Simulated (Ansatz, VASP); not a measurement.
# Two plane-wave programs on Nb

```xyz
1
Lattice="-1.7285 1.7285 1.7285 1.7285 -1.7285 1.7285 1.7285 1.7285 -1.7285" Properties=species:S:1:pos:R:3 pbc="T T T"
Nb    0.0000    0.0000    0.0000
```

Alike in both runs: task single point; functional RPBE; k mesh 22 × 22 × 22; occupations fermi-dirac, width 0.1 eV; no spin polarisation.

|  | VASP | Ansatz |
| --- | --- | --- |
| version | VASP 6.6.1 | Ansatz 0.2.0 |
| potentials or method | VASP PAW PBE potentials, release 64 (Nb_sv), cutoff 520 eV | plane waves (420 eV) with PAW, scalar-relativistic |
| valence electrons in the cell | 13 | 13 |

```csv
,VASP,Ansatz,Ansatz less VASP
pressure (GPa),-14.9,-14.6,+0.24
```

VASP's potentials were made for PBE, not for RPBE. With one functional, cell and mesh, what is left measures potentials, basis and numerics.
